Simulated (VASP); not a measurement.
# PbO2 (P4_2/mnm) in VASP: a series of runs, part 3 of 3

VASP 6.6.1.

## Step 4: Single point, PBE

This run uses another cell than the first one, of 14.81 Å³/atom.

Contents of INCAR:

```
PREC = Accurate
ENCUT = 520
EDIFF = 1E-6
ISMEAR = -1
SIGMA = 0.02
LREAL = F
LASPH = T
NELM = 60
ALGO = Normal
ISIF = 2
LWAVE = F
LCHARG = F
GGA = PE
NBANDS = 35
```

Contents of KPOINTS:

```
regular mesh
0
Gamma
  4 4 6
```

Contents of POSCAR:

```
PbO2
1.0
    5.0824393905      0.0000000000      0.0000000000
    0.0000000000      5.0824393905      0.0000000000
    0.0000000000      0.0000000000      3.4408914740
Pb O
2 4
Direct
    0.0000000000      0.0000000000      0.0000000000
    0.5000000000      0.5000000000      0.5000000000
    0.3079664343      0.3079664343      0.0000000000
    0.1920335657      0.8079664343      0.5000000000
    0.8079664343      0.1920335657      0.5000000000
    0.6920335657      0.6920335657      0.0000000000
```

Potentials or basis: VASP PAW PBE potentials, release 64 (Pb_d, O).

Run with:

```bash
> cat potpaw_PBE.64/Pb_d/POTCAR potpaw_PBE.64/O/POTCAR > POTCAR
> mpirun -np 1 vasp_std > vasp.out
```

OUTCAR:

```text
PREC = Accurate
   ENCUT = 520
   EDIFF = 1E-6
   ISMEAR = -1
   LREAL = F
   LASPH = T
   NELM = 60
   ISIF = 2
   GGA = PE

 ion  position               nearest neighbor table
   1  0.000  0.000  0.000-   4 2.21   5 2.21   4 2.21   5 2.21   3 2.21   6 2.21   2 3.98   2 3.98
                             2 3.98   2 3.98   2 3.98   2 3.98   2 3.98   2 3.98
   2  0.500  0.500  0.500-   3 2.21   6 2.21   3 2.21   6 2.21   5 2.21   4 2.21   1 3.98   1 3.98
                             1 3.98   1 3.98   1 3.98   1 3.98   1 3.98   1 3.98
   3  0.308  0.308  0.000-   2 2.21   2 2.21   1 2.21
   4  0.192  0.808  0.500-   1 2.21   1 2.21   2 2.21
   5  0.808  0.192  0.500-   1 2.21   1 2.21   2 2.21
   6  0.692  0.692  0.000-   2 2.21   2 2.21   1 2.21

  LATTYP: Found a simple tetragonal cell.
 ALAT       =     5.0824393905
 C/A-ratio  =     0.6770157418

  Lattice vectors:

 A1 = (   5.0824393905,   0.0000000000,   0.0000000000)
 A2 = (   0.0000000000,   5.0824393905,   0.0000000000)
 A3 = (   0.0000000000,   0.0000000000,   3.4408914740)

Analysis of symmetry for initial positions (statically):
=====================================================================
 Subroutine PRICEL returns:
 Original cell was already a primitive cell.

 Routine SETGRP: Setting up the symmetry group for a
 simple tetragonal supercell.

 Subroutine GETGRP returns: Found 16 space group operations
 (whereof  8 operations were pure point group operations)
 out of a pool of 16 trial point group operations.

The static configuration has the point symmetry D_2h.
 The point group associated with its full space group is D_4h.

Analysis of symmetry for dynamics (positions and initial velocities):
=====================================================================
 Subroutine PRICEL returns:
 Original cell was already a primitive cell.

 Routine SETGRP: Setting up the symmetry group for a
 simple tetragonal supercell.

 Subroutine GETGRP returns: Found 16 space group operations
 (whereof  8 operations were pure point group operations)
 out of a pool of 16 trial point group operations.

The dynamic configuration has the point symmetry D_2h.
 The point group associated with its full space group is D_4h.

 Subroutine INISYM returns: Found 16 space group operations
 (whereof  8 operations are pure point group operations),
 and found     1 'primitive' translations

----------------------------------------------------------------------------------------

                                     Primitive cell

  volume of cell :      88.8823

  direct lattice vectors                    reciprocal lattice vectors
     5.082439391  0.000000000  0.000000000     0.196755912  0.000000000  0.000000000
     0.000000000  5.082439391  0.000000000     0.000000000  0.196755912  0.000000000
     0.000000000  0.000000000  3.440891474     0.000000000  0.000000000  0.290622360

  length of vectors
     5.082439391  5.082439391  3.440891474     0.196755912  0.196755912  0.290622360

  position of ions in fractional coordinates (direct lattice)
     0.000000000  0.000000000  0.000000000
     0.500000000  0.500000000  0.500000000
     0.307966434  0.307966434  0.000000000
     0.192033566  0.807966434  0.500000000
[... 36 lines left out ...]
 Found     24 irreducible k-points:

 Following reciprocal coordinates:
            Coordinates               Weight
  0.000000  0.000000  0.000000      1.000000
  0.250000  0.000000  0.000000      4.000000
  0.500000  0.000000  0.000000      2.000000
  0.250000  0.250000  0.000000      4.000000
  0.500000  0.250000  0.000000      4.000000
  0.500000  0.500000  0.000000      1.000000
[... 16 lines left out ...]
  0.500000  0.250000  0.500000      4.000000
  0.500000  0.500000  0.500000      1.000000
   k-points           NKPTS =     24   k-points in BZ     NKDIM =     24   number of bands    NBANDS=     35
   number of dos      NEDOS =    301   number of ions     NIONS =      6
   total plane-waves  NPLWV =  44800
   dimension x,y,z NGX =    40 NGY =   40 NGZ =   28
   dimension x,y,z NGXF=    80 NGYF=   80 NGZF=   56
   ions per type =               2   4
   NGX,Y,Z   is equivalent  to a cutoff of  13.08, 13.08, 13.53 a.u.
   NGXF,Y,Z  is equivalent  to a cutoff of  26.17, 26.17, 27.06 a.u.
 SYSTEM =  unknown system
   PREC   = accura    normal or accurate (medium, high low for compatibility)
   ISTART =      0    job   : 0-new  1-cont  2-samecut
   ICHARG =      2    charge: 1-file 2-atom 10-const
   ISPIN  =      1    spin polarized calculation?
   LNONCOLLINEAR =      F non collinear calculations
   LSORBIT =      F    spin-orbit coupling
   LASPH  =      T    aspherical Exc in radial PAW
   ENCUT  =  520.0 eV  38.22 Ry    6.18 a.u.   9.45  9.45  6.40*2*pi/ulx,y,z
   NELM   =     60;   NELMIN=  2; NELMDL= -5     # of ELM steps
   EDIFF  = 0.1E-05   stopping-criterion for ELM
   LREAL  =      F    real-space projection
   EDIFFG = 0.1E-04   stopping-criterion for IOM
   NSW    =      0    number of steps for IOM
   IBRION =     -1    ionic relax: 0-MD 1-quasi-New 2-CG
   NFREE  =      0    steps in history (QN), initial steepest desc. (CG)
   ISIF   =      2    stress and relaxation
   ISYM   =      2    0-nonsym 1-usesym 2-fastsym
   POTIM  = 0.5000    time-step for ionic-motion
   TEBEG  =    0.0;   TEEND  =   0.0 temperature during run
   PSTRESS=    0.0 pullay stress
   NELECT =      52.0000    total number of electrons
   NUPDOWN=      -1.0000    fix difference up-down
   EMIN   =  10.00;   EMAX   =-10.00  energy-range for DOS
   EFERMI =   0.00;   METHOD = LEGACY
   ISMEAR =    -1;   SIGMA  =   0.02  broadening in eV -4-tet -1-fermi 0-gaus
   EFERMI_NEDOS =   21; number of points for ismear=-14 and -15
   IALGO  =     38    algorithm
   IMIX   =      4    mixing-type and parameters
     AMIX     =   0.40;   BMIX     =  1.00
     AMIX_MAG =   1.60;   BMIX_MAG =  1.00
  volume/ion in A,a.u.               =      14.81        99.97
  Fermi-wavevector in a.u.,A,eV,Ry     =   1.369212  2.587436 25.507421  1.874743
  Thomas-Fermi vector in A             =   2.495108
   LORBIT       =      0    0 simple, 1 ext, 2 COOP (PROOUT), +10 PAW based schemes
   GGA     = PE    functional components
   LHFCALC =     F    Hartree Fock is set to
   AEXX    =    0.0000 exact exchange contribution
   IVDW    =     0    specifies the selected vdW correction
   LEPSILON=     F    determine dielectric tensor
   LRPA    =     F    only Hartree local field effects (RPA)
 non-spin polarized calculation
  energy-cutoff  :      520.00
  volume of cell :       88.88
 maximum number of plane-waves:      2425
 NGX is ok and might be reduce to    40
   NGX = 19   NGY = 19   NGZ = 13

 number of electron      51.9999982 magnetization

 Free energy of the ion-electron system (eV)
  ---------------------------------------------------
  ext. energy  EPLUGINS =         0.00000000
  ---------------------------------------------------
  free energy    TOTEN  =       -31.87377152 eV

  energy without entropy =      -31.87364900  energy(sigma->0) =      -31.87371026

 E-fermi :   3.7571     XC(G=0): -10.3724

 val. band max:        3.6686837638   @ k =   0.0000   0.0000   0.1667
 cond. band min:       3.8279649242   @ k =   0.0000   0.0000   0.0000
 fundamental gap:      0.1592811604
 Fermi energy:         3.7570924657

 k-point     1 :       0.0000    0.0000    0.0000
  band No.  band energies     occupation
      1     -14.2517      2.00000
      2     -14.2132      2.00000
      3     -12.6543      2.00000
      4     -12.6543      2.00000
      5     -11.7738      2.00000
      6     -11.6256      2.00000
[... 901 lines left out ...]
     34      13.3101      0.00000
     35      16.6950      0.00000

------------------------ aborting loop because EDIFF is reached ----------------------------------------

  FORCE on cell =-STRESS in cart. coord.  units (eV):
  Direction    XX          YY          ZZ          XY          YZ          ZX
  --------------------------------------------------------------------------------------
  -------------------------------------------------------------------------------------
  Total        0.0383300      0.0383300      0.1611295     -0.0000000      0.0000000      0.0000000
  in kB        0.6909294      0.6909294      2.9044920     -0.0000000      0.0000000      0.0000000
  external PRESSURE =       1.4287836 kB  Pullay stress =       0.0000000 kB

 VOLUME and BASIS-vectors are now :
 -----------------------------------------------------------------------------
  energy-cutoff  :      520.00
  volume of cell :       88.88
      direct lattice vectors                 reciprocal lattice vectors
     5.082439391  0.000000000  0.000000000     0.196755912  0.000000000  0.000000000
     0.000000000  5.082439391  0.000000000     0.000000000  0.196755912  0.000000000
     0.000000000  0.000000000  3.440891474     0.000000000  0.000000000  0.290622360

 POSITION                                       TOTAL-FORCE (eV/Angst)
 -----------------------------------------------------------------------------------
      0.00000      0.00000      0.00000         0.000000      0.000000     -0.000000
      2.54122      2.54122      1.72045         0.000000      0.000000     -0.000000
      1.56522      1.56522      0.00000        -0.002992     -0.002992      0.000000
      0.97600      4.10644      1.72045         0.002992     -0.002992     -0.000000
      4.10644      0.97600      1.72045        -0.002992      0.002992     -0.000000
      3.51722      3.51722      0.00000         0.002992      0.002992     -0.000000
 -----------------------------------------------------------------------------------
    total drift:                                0.000000     -0.000000      0.000000

  FREE ENERGIE OF THE ION-ELECTRON SYSTEM (eV)
  ---------------------------------------------------
  free  energy   TOTEN  =       -31.8737715157 eV

  energy  without entropy=      -31.8736489972  energy(sigma->0) =      -31.87371026
```

OSZICAR:

```text
N       E                     dE             d eps       ncg     rms          rms(c)
DAV:   1     0.688952289526E+03    0.68895E+03   -0.25568E+04  1680   0.178E+03
DAV:   2     0.603617070601E+02   -0.62859E+03   -0.59565E+03  1844   0.500E+02
DAV:   3    -0.324758742117E+02   -0.92838E+02   -0.89881E+02  2018   0.208E+02
DAV:   4    -0.373456932686E+02   -0.48698E+01   -0.48228E+01  2160   0.502E+01
DAV:   5    -0.375015031878E+02   -0.15581E+00   -0.15563E+00  2189   0.922E+00    0.139E+01
DAV:   6    -0.319058563158E+02    0.55956E+01   -0.17734E+01  2528   0.492E+01    0.467E+00
DAV:   7    -0.319069564977E+02   -0.11002E-02   -0.16794E+00  2060   0.980E+00    0.279E+00
DAV:   8    -0.318996258626E+02    0.73306E-02   -0.39489E-01  2576   0.550E+00    0.120E+00
DAV:   9    -0.318719545999E+02    0.27671E-01   -0.74408E-02  2542   0.344E+00    0.136E-01
DAV:  10    -0.318738911535E+02   -0.19366E-02   -0.12150E-02  1845   0.601E-01    0.132E-01
DAV:  11    -0.318737967329E+02    0.94421E-04   -0.36406E-04  2686   0.202E-01    0.576E-02
DAV:  12    -0.318737737152E+02    0.23018E-04   -0.87788E-05  2105   0.703E-02    0.169E-02
DAV:  13    -0.318737722803E+02    0.14349E-05   -0.82035E-06  2130   0.388E-02    0.457E-03
DAV:  14    -0.318737715157E+02    0.76464E-06   -0.26355E-06  1672   0.176E-02
   1 F= -.31873772E+02 E0= -.31873710E+02  d E =-.122519E-03
```

It took 37 s on 1 thread of Intel Xeon 6975P-C (Granite Rapids), shared host; peak memory 0.22 GiB.

Results:

| Quantity | Value |
| --- | --- |
| Free energy | -31.8738 eV |
| Pressure | 0.1 GPa |
| Largest force | 0.004 eV/Å |
| Band gap on the k mesh | 0.16 eV (least direct gap 0.51 eV) |

Forces on the atoms (eV/Å):
```
Pb   0.000  0.000  0.000
Pb   0.000  0.000  0.000
O   -0.003 -0.003  0.000
O    0.003 -0.003  0.000
O   -0.003  0.003  0.000
O    0.003  0.003  0.000
```

Stress tensor (GPa, compression positive):
```
0.07 0.00 0.00
0.00 0.07 0.00
0.00 0.00 0.29
```

Caveat: the structure was generated, so it needn't be the stable form of PbO2; spin-orbit coupling is left out, which moves the levels of the heavy elements.

## Step 5: Overview

```tsv
cell	gap on the mesh (eV)	pressure (GPa)	largest force (eV/Å)
a = 4.979, b = 4.979, c = 3.371 Å, 6 atoms	0.18	9.2	0.19
a = 5.031, b = 5.031, c = 3.406 Å, 6 atoms	0.17	4.2	0.09
a = 5.082, b = 5.082, c = 3.441 Å, 6 atoms	0.16	0.1	-
```

Alike in all rows: task single point; level PBE; potentials or basis VASP PAW PBE potentials, release 64 (Pb_d, O); no spin polarisation; k mesh 4 × 4 × 6; cutoff (eV) 520; smearing fermi-dirac 0.02 eV.

Caveats: the structure was generated, so it needn't be the stable form of PbO2; spin-orbit coupling is left out, which moves the levels of the heavy elements; the cell stands under pressure (at least some runs).

Absolute energies hang on the potentials; compare differences alone.
